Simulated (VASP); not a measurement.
Here is a VASP 6.6.1 calculation.

File INCAR:

```
ALGO     = Normal         # electronic algorithm
EDIFF    = 1E-8           # SCF threshold, eV
ENCUT    = 520            # plane-wave cutoff, eV
ISIF     = 2              # what is computed and relaxed
ISMEAR   = -1             # smearing method
LASPH    = T              # aspherical terms in the spheres
LCHARG   = F              # write CHGCAR
LEFG     = T            
LREAL    = F              # projectors in reciprocal space
LWAVE    = F              # write WAVECAR
NBANDS   = 13             # bands
NELM     = 80             # most SCF steps
PREC     = Accurate       # precision mode
SIGMA    = 0.08           # smearing width, eV
```

The input KPOINTS:

```
k-points
0
Gamma
  12 12 12
```

The input POSCAR:

```
BePd
1.0
    2.7941202365      0.0000000000      0.0000000000
    0.0000000000      2.7941202365      0.0000000000
    0.0000000000      0.0000000000      2.7941202365
Be Pd
1 1
Direct
    0.0000000000      0.0000000000      0.0000000000
    0.5000000000      0.5000000000      0.5000000000
```

Potentials or basis: VASP PAW LDA potentials, release 64 (Be, Pd).

The run is started by

```bash
$ cat potpaw_LDA.64/Be/POTCAR potpaw_LDA.64/Pd/POTCAR > POTCAR
$ mpirun -np 1 vasp_std > vasp.out
```

(1) Estimate the band gap on the k mesh.

(2) What does it give for the pressure?

## Answers

(1) zero (band 6 reaches 14.88 eV, above the bottom of band 7 at 8.71 eV).

(2) -3.8 GPa.

Caveat: without QUAD_EFG the Cq values of the log hold for a quadrupole moment of 1 mb, not for the nuclei.
